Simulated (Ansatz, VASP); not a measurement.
## Two plane-wave programs on Li2TaO2

```
Li Ta O
1.0
     4.08821    0.00000    0.00000
     0.00000    4.08821    0.00000
     0.00000    0.00000    3.76872
Li Ta O
2 1 2
Cartesian
  2.0441 0.0000 0.0000
  0.0000 2.0441 0.0000
  2.0441 2.0441 1.8844
  2.0441 0.0000 1.8844
  0.0000 2.0441 1.8844
```

Alike in both runs: task single point; functional PBE; k mesh 4 × 4 × 4; occupations gaussian, width 0.1 eV; collinear spin.

|  | VASP | Ansatz |
| --- | --- | --- |
| version | VASP 6.6.1 | Ansatz 0.2.0 |
| potentials or method | VASP PAW PBE potentials, release 64 (Li_sv, Ta_pv, O), cutoff 520 eV | scalar-relativistic, plane waves, PAW |
| valence electrons in the cell | 29 | 31 |

|  | VASP | Ansatz | Ansatz less VASP |
| --- | --- | --- | --- |
| gap on the k mesh at the Fermi level (eV) | none | none | - |
| net moment per atom (μB) | 0.00 | 0.00 | 0.000 |

A gap of «none» marks a metal or a gap that the smearing closes. VASP's potentials hold 29 valence electrons a cell and Ansatz's 31, so a difference there can come from the potentials and not from the codes. Ansatz's warnings: seeded moment not kept.

The k mesh is coarse, so the values compare programs but aren't converged. Spin-orbit coupling is off throughout. Noted on VASP's run: the cutoff is short for stress, so the pressure is rough.
